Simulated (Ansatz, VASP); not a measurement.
**One calculation of SrO, two programs**

```
CELL_PARAMETERS angstrom
0.00000 2.77538 2.36422
2.77538 0.00000 2.36422
2.77538 2.77538 0.00000
ATOMIC_POSITIONS crystal
Sr 0.00000 0.00000 0.00000
O 0.50000 0.50000 0.50000
```

Change from the starting cell: strain +0.080 along x and y, -0.080 along z, atoms carried along.

Alike in both runs: task single point; functional r2SCAN; k mesh 8 × 8 × 8; occupations gaussian, width 0.05 eV; no spin polarisation.

|  | VASP | Ansatz |
| --- | --- | --- |
| version | VASP 6.6.1 | Ansatz 0.2.0 |
| potentials or method | VASP PAW PBE potentials, release 64 (Sr_sv, O), cutoff 520 eV | scalar-relativistic, plane waves, PAW |
| valence electrons in the cell | 16 | 16 |

```csv
,VASP,Ansatz,Ansatz less VASP
gap on the k mesh at the Fermi level (eV),2.91,2.97,+0.060
least direct gap on the mesh (eV),3.16,3.19,+0.030
pressure (GPa),0.9,0.3,-0.61
"traceless stress, the component that is largest in VASP (GPa)",16.21,15.34,-0.871
```

VASP's potentials were made for PBE, not for r2SCAN. With one functional, cell and mesh, what is left measures potentials, basis and numerics.
